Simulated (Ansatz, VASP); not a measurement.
Two plane-wave programs on AlFe

```
Fe Al
1.0
     2.89047    0.00000    0.00000
     0.00000    2.89047    0.00000
     0.00000    0.00000    2.89047
Fe Al
1 1
Cartesian
  1.4452 1.4452 1.4452
  0.0000 0.0000 0.0000
```

Alike in both runs: task single point; functional LDA; k mesh 9 × 9 × 9; occupations fermi-dirac, width 0.05 eV; collinear spin.

|  | VASP | Ansatz |
| --- | --- | --- |
| version | VASP 6.6.1 | Ansatz 0.2.0 |
| potentials or method | VASP PAW LDA potentials, release 64 (Fe, Al) | Ansatz PAW |
| plane-wave cutoff (eV) | 520 | 420 |
| valence electrons in the cell | 11 | 19 |

|  | VASP | Ansatz | Ansatz less VASP |
| --- | --- | --- | --- |
| gap on the k mesh at the Fermi level (eV) | none | none | - |
| pressure (GPa) | -13.7 | -13.8 | -0.01 |
| net moment per atom (μB) | 0.28 | 0.30 | +0.022 |
| size of the moment on the site where the two differ most (μB) | 0.58 | 0.63 | +0.046 |

LDA's correlation is that of Perdew and Zunger in VASP and of Perdew and Wang (1992) in Ansatz. Site moments also hang on the region over which each program counts them. A gap of «none» marks a metal or a gap that the smearing closes. VASP's potentials hold 11 valence electrons a cell and Ansatz's 19, so a difference there can come from the potentials and not from the codes.
